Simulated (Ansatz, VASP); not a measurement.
# Li5CuSO2: VASP beside Ansatz

```
CELL_PARAMETERS angstrom
3.86334 0.00000 0.00000
0.00000 3.86334 0.00000
0.00000 0.00000 7.75027
ATOMIC_POSITIONS crystal
Li 0.00000 0.00000 0.50000
Li 0.00000 0.50000 0.27764
Li 0.00000 0.50000 0.72236
Li 0.50000 0.00000 0.27764
Li 0.50000 0.00000 0.72236
Cu 0.00000 0.00000 0.00000
S 0.50000 0.50000 0.50000
O 0.00000 0.00000 0.23510
O 0.00000 0.00000 0.76490
```

Alike in both runs: task single point; functional LDA; k mesh 5 × 5 × 3; no spin polarisation.

```csv
,VASP,Ansatz
version,VASP 6.6.1,Ansatz 0.2.0
potentials or method,"VASP PAW LDA potentials, release 64 (Li_sv, Cu, S, O)","plane waves, PAW"
plane-wave cutoff (eV),520,420
occupations,"gaussian, width 0.01 eV",fixed
valence electrons in the cell,44,52
```

|  | VASP | Ansatz | Ansatz less VASP |
| --- | --- | --- | --- |
| gap on the k mesh at the Fermi level (eV) | 2.51 | 2.50 | -0.015 |

LDA's correlation is that of Perdew and Zunger in VASP and of Perdew and Wang (1992) in Ansatz. VASP's potentials hold 44 valence electrons a cell and Ansatz's 52, so a difference there can come from the potentials and not from the codes.

Noted on VASP's run: the cutoff is short for stress, so the pressure is rough.
